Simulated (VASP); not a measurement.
# Al3Cu (P4/mmm) in VASP: a series of runs, part 2 of 2

VASP 6.6.1. The steps go on from the part before.

## (4) Single point, r2SCAN (strain -0.030 along x and y, +0.000 along z)

Input file POSCAR:

```
Al3Cu
1.0
    2.6905674370      0.0000000000      0.0000000000
    0.0000000000      2.6905674370      0.0000000000
    0.0000000000      0.0000000000      7.5918631140
Al Cu
3 1
Direct
    0.0000000000      0.0000000000      0.5000000000
    0.5000000000      0.5000000000      0.2226430005
    0.5000000000      0.5000000000      0.7773569995
    0.0000000000      0.0000000000      0.0000000000
```

Input file INCAR.step1:

```
SYSTEM = Al3Cu
ALGO = Normal
EDIFF = 1E-4
ENCUT = 520
GGA = PE
ISMEAR = 0
LASPH = .True.
LCHARG = .False.
LREAL = .False.
LWAVE = .True.
NBANDS = 18
NELM = 100
PREC = Accurate
SIGMA = 0.15
```

Input file INCAR.step2:

```
SYSTEM = Al3Cu
ALGO = Normal
EDIFF = 1E-7
ENCUT = 520
ISIF = 2
ISMEAR = 0
ISTART = 1
LASPH = .True.
LCHARG = .True.
LELF = .True.
LMIXTAU = .True.
LREAL = .False.
LVHAR = .True.
LWAVE = .False.
METAGGA = R2SCAN
NBANDS = 18
NELM = 100
PREC = Accurate
SIGMA = 0.15
```

Input file KPOINTS:

```
k-points
0
Gamma
  18 18 6
  0 0 0
```

Potentials or basis: VASP PAW PBE potentials, release 64 (Al, Cu).

Command:

```sh
cat potpaw_PBE.64/Al/POTCAR potpaw_PBE.64/Cu/POTCAR > POTCAR
cp INCAR.step1 INCAR
mpirun -np 1 vasp_std > vasp.out
cp INCAR.step2 INCAR
mpirun -np 1 vasp_std > vasp.out
```

OUTCAR:

```text
SYSTEM = Al3Cu
   EDIFF = 1E-7
   ENCUT = 520
   ISIF = 2
   ISMEAR = 0
   ISTART = 1
   LASPH = .True.
   LREAL = .False.
   METAGGA = R2SCAN
   NELM = 100
   PREC = Accurate

 ion  position               nearest neighbor table
   1  0.000  0.000  0.500-   2 2.84   3 2.84   2 2.84   3 2.84   2 2.84   3 2.84   2 2.84   3 2.84

   2  0.500  0.500  0.223-   4 2.54   4 2.54   4 2.54   4 2.54   1 2.84   1 2.84   1 2.84   1 2.84

   3  0.500  0.500  0.777-   4 2.54   4 2.54   4 2.54   4 2.54   1 2.84   1 2.84   1 2.84   1 2.84

   4  0.000  0.000  0.000-   2 2.54   3 2.54   2 2.54   3 2.54   2 2.54   3 2.54   2 2.54   3 2.54

  LATTYP: Found a simple tetragonal cell.
 ALAT       =     2.6905674370
 C/A-ratio  =     2.8216587362

  Lattice vectors:

 A1 = (   2.6905674370,   0.0000000000,   0.0000000000)
 A2 = (   0.0000000000,   2.6905674370,   0.0000000000)
 A3 = (   0.0000000000,   0.0000000000,   7.5918631140)

Analysis of symmetry for initial positions (statically):
=====================================================================
 Subroutine PRICEL returns:
 Original cell was already a primitive cell.

 Routine SETGRP: Setting up the symmetry group for a
 simple tetragonal supercell.

 Subroutine GETGRP returns: Found 16 space group operations
 (whereof 16 operations were pure point group operations)
 out of a pool of 16 trial point group operations.

The static configuration has the point symmetry D_4h.

Analysis of symmetry for dynamics (positions and initial velocities):
=====================================================================
 Subroutine PRICEL returns:
 Original cell was already a primitive cell.

 Routine SETGRP: Setting up the symmetry group for a
 simple tetragonal supercell.

 Subroutine GETGRP returns: Found 16 space group operations
 (whereof 16 operations were pure point group operations)
 out of a pool of 16 trial point group operations.

The dynamic configuration has the point symmetry D_4h.

 Subroutine INISYM returns: Found 16 space group operations
 (whereof 16 operations are pure point group operations),
 and found     1 'primitive' translations

----------------------------------------------------------------------------------------

                                     Primitive cell

  volume of cell :      54.9587

  direct lattice vectors                    reciprocal lattice vectors
     2.690567437  0.000000000  0.000000000     0.371668811  0.000000000  0.000000000
     0.000000000  2.690567437  0.000000000     0.000000000  0.371668811  0.000000000
     0.000000000  0.000000000  7.591863114     0.000000000  0.000000000  0.131719972

  length of vectors
     2.690567437  2.690567437  7.591863114     0.371668811  0.371668811  0.131719972

  position of ions in fractional coordinates (direct lattice)
     0.000000000  0.000000000  0.500000000
     0.500000000  0.500000000  0.222643000
     0.500000000  0.500000000  0.777357000
     0.000000000  0.000000000  0.000000000

  ion indices of the primitive-cell ions
   primitive index   ion index
[... 24 lines left out ...]
     0.000000000  0.000000000  0.000000000

 Subroutine IBZKPT returns following result:
 ===========================================

 Found    220 irreducible k-points:

 Following reciprocal coordinates:
            Coordinates               Weight
  0.000000  0.000000  0.000000      1.000000
  0.055556  0.000000  0.000000      4.000000
  0.111111  0.000000  0.000000      4.000000
  0.166667  0.000000  0.000000      4.000000
  0.222222  0.000000  0.000000      4.000000
  0.277778  0.000000  0.000000      4.000000
[... 16 lines left out ...]
  0.277778  0.111111  0.000000      8.000000
  0.333333  0.111111  0.000000      8.000000
 [... further k-points ...]
   k-points           NKPTS =    220   k-points in BZ     NKDIM =    220   number of bands    NBANDS=     18
   number of dos      NEDOS =    301   number of ions     NIONS =      4
   total plane-waves  NPLWV =  22400
   dimension x,y,z NGX =    20 NGY =   20 NGZ =   56
   dimension x,y,z NGXF=    40 NGYF=   40 NGZF=  112
   ions per type =               3   1
   NGX,Y,Z   is equivalent  to a cutoff of  12.36, 12.36, 12.26 a.u.
   NGXF,Y,Z  is equivalent  to a cutoff of  24.72, 24.72, 24.53 a.u.
 SYSTEM =  Al3Cu
   PREC   = accura    normal or accurate (medium, high low for compatibility)
   ISTART =      1    job   : 0-new  1-cont  2-samecut
   ICHARG =      0    charge: 1-file 2-atom 10-const
   ISPIN  =      1    spin polarized calculation?
   LNONCOLLINEAR =      F non collinear calculations
   LSORBIT =      F    spin-orbit coupling
   LASPH  =      T    aspherical Exc in radial PAW
   ENCUT  =  520.0 eV  38.22 Ry    6.18 a.u.   5.00  5.00 14.12*2*pi/ulx,y,z
   NELM   =    100;   NELMIN=  2; NELMDL=  0     # of ELM steps
   EDIFF  = 0.1E-06   stopping-criterion for ELM
   LREAL  =      F    real-space projection
   EDIFFG = 0.1E-05   stopping-criterion for IOM
   NSW    =      0    number of steps for IOM
   IBRION =     -1    ionic relax: 0-MD 1-quasi-New 2-CG
   NFREE  =      0    steps in history (QN), initial steepest desc. (CG)
   ISIF   =      2    stress and relaxation
   ISYM   =      2    0-nonsym 1-usesym 2-fastsym
   POTIM  = 0.5000    time-step for ionic-motion
   TEBEG  =    0.0;   TEEND  =   0.0 temperature during run
   PSTRESS=    0.0 pullay stress
   NELECT =      20.0000    total number of electrons
   NUPDOWN=      -1.0000    fix difference up-down
   EMIN   =  10.00;   EMAX   =-10.00  energy-range for DOS
   EFERMI =   0.00;   METHOD = LEGACY
   ISMEAR =     0;   SIGMA  =   0.15  broadening in eV -4-tet -1-fermi 0-gaus
   EFERMI_NEDOS =   21; number of points for ismear=-14 and -15
   IALGO  =     38    algorithm
   IMIX   =      4    mixing-type and parameters
     AMIX     =   0.40;   BMIX     =  1.00
     AMIX_MAG =   1.60;   BMIX_MAG =  1.00
  volume/ion in A,a.u.               =      13.74        92.72
  Fermi-wavevector in a.u.,A,eV,Ry     =   1.168798  2.208708 18.586765  1.366089
  Thomas-Fermi vector in A             =   2.305280
   LORBIT       =      0    0 simple, 1 ext, 2 COOP (PROOUT), +10 PAW based schemes
   METAGGA = R2SCAN    functional components
   LHFCALC =     F    Hartree Fock is set to
   AEXX    =    0.0000 exact exchange contribution
   IVDW    =     0    specifies the selected vdW correction
   LEPSILON=     F    determine dielectric tensor
   LRPA    =     F    only Hartree local field effects (RPA)
 non-spin polarized calculation
 Gauss-broadening in eV      SIGMA  =   0.15
  energy-cutoff  :      520.00
  volume of cell :       54.96
 maximum number of plane-waves:      1504
   NGX = 11   NGY = 11   NGZ = 29

 number of electron      19.9999993 magnetization

 Free energy of the ion-electron system (eV)
  ---------------------------------------------------
  ext. energy  EPLUGINS =         0.00000000
  ---------------------------------------------------
  free energy    TOTEN  =       -31.33022402 eV

  energy without entropy =      -31.31855944  energy(sigma->0) =      -31.32439173

 E-fermi :   9.2252     XC(G=0): -11.9628

 val. band max:        9.2162639051   @ k =   0.2222   0.2222   0.0000
 cond. band min:       9.2453246364   @ k =   0.4444   0.2778   0.1667
 fundamental gap:      0.0290607312
 Fermi energy:         9.2252389737

 k-point     1 :       0.0000    0.0000    0.0000
  band No.  band energies     occupation
      1      -3.1671      2.00000
      2      -0.6388      2.00000
      3      -0.2754      2.00000
      4       4.1664      2.00000
      5       4.1861      2.00000
      6       5.2406      2.00000
[... 481 lines left out ...]
      5       4.4824      2.00000
      6       4.6302      2.00000
[... 10 lines left out ...]
     17      18.2920      0.00000
     18      19.6049      0.00000

 [... further k-points ...]

------------------------ aborting loop because EDIFF is reached ----------------------------------------

  FORCE on cell =-STRESS in cart. coord.  units (eV):
  Direction    XX          YY          ZZ          XY          YZ          ZX
  --------------------------------------------------------------------------------------
  -------------------------------------------------------------------------------------
  Total        3.3923748      3.3923748      1.0136107      0.0000000      0.0000000      0.0000000
  in kB       98.8958988     98.8958988     29.5491945      0.0000000      0.0000000      0.0000000
  external PRESSURE =      75.7803307 kB  Pullay stress =       0.0000000 kB

 VOLUME and BASIS-vectors are now :
 -----------------------------------------------------------------------------
  energy-cutoff  :      520.00
  volume of cell :       54.96
      direct lattice vectors                 reciprocal lattice vectors
     2.690567437  0.000000000  0.000000000     0.371668811  0.000000000  0.000000000
     0.000000000  2.690567437  0.000000000     0.000000000  0.371668811  0.000000000
     0.000000000  0.000000000  7.591863114     0.000000000  0.000000000  0.131719972

 POSITION                                       TOTAL-FORCE (eV/Angst)
 -----------------------------------------------------------------------------------
      0.00000      0.00000      3.79593         0.000000      0.000000      0.000000
      1.34528      1.34528      1.69028        -0.000000     -0.000000      0.264767
      1.34528      1.34528      5.90159         0.000000      0.000000     -0.264767
      0.00000      0.00000      0.00000         0.000000      0.000000      0.000000
 -----------------------------------------------------------------------------------
    total drift:                               -0.000000      0.000000     -0.000000

  FREE ENERGIE OF THE ION-ELECTRON SYSTEM (eV)
  ---------------------------------------------------
  free  energy   TOTEN  =       -31.3302240201 eV

  energy  without entropy=      -31.3185594364  energy(sigma->0) =      -31.32439173
```

Wall time 4.9 min (1 thread of Intel Xeon 6975P-C (Granite Rapids), shared host); peak memory 0.32 GiB.

What came out:

| Item | Value |
| --- | --- |
| Free energy | -31.3302 eV |
| Pressure | 7.6 GPa |
| Largest force | 0.265 eV/Å |
| Band gap on the k mesh | zero (bands 10 and 11 overlap by 5.94 eV) |

Forces on the atoms (eV/Å):
```
Al   0.000  0.000  0.000
Al   0.000  0.000  0.265
Al   0.000  0.000 -0.265
Cu   0.000  0.000  0.000
```

Stress tensor (GPa, compression positive):
```
9.89 0.00 0.00
0.00 9.89 0.00
0.00 0.00 2.95
```

Caveat: the cell differs from its parent crystal (strain -0.030 along x and y, +0.000 along z); the stress differs along the axes, from 3 to 10 GPa; the PAW data sets were made with another functional, which shifts forces and pressure a little.

## (5) Summary

| cell | gap on the mesh (eV) | pressure (GPa) | largest force (eV/Å) |
| --- | --- | --- | --- |
| a = 2.691, b = 2.691, c = 7.364 Å, 4 atoms | none | 11.9 | 0.28 |
| a = 2.691, b = 2.691, c = 7.478 Å, 4 atoms | none | 9.7 | 0.27 |
| a = 2.691, b = 2.691, c = 7.592 Å, 4 atoms | none | 7.6 | 0.26 |

Alike in all rows: task single point; level r2SCAN; potentials or basis VASP PAW PBE potentials, release 64 (Al, Cu); no spin polarisation; k mesh 18 × 18 × 6; cutoff (eV) 520; smearing gaussian 0.15 eV.

Caveats: the PAW data sets were made with another functional, which shifts forces and pressure a little; the cell stands under pressure (at least some runs); the stress differs along the axes, from 3 to 10 GPa (at least some runs).

Total energies depend on the potentials used, so only differences within one code and one set of settings carry meaning.

The gap in the log of VASP goes by the Fermi energy; the results here count the filled bands.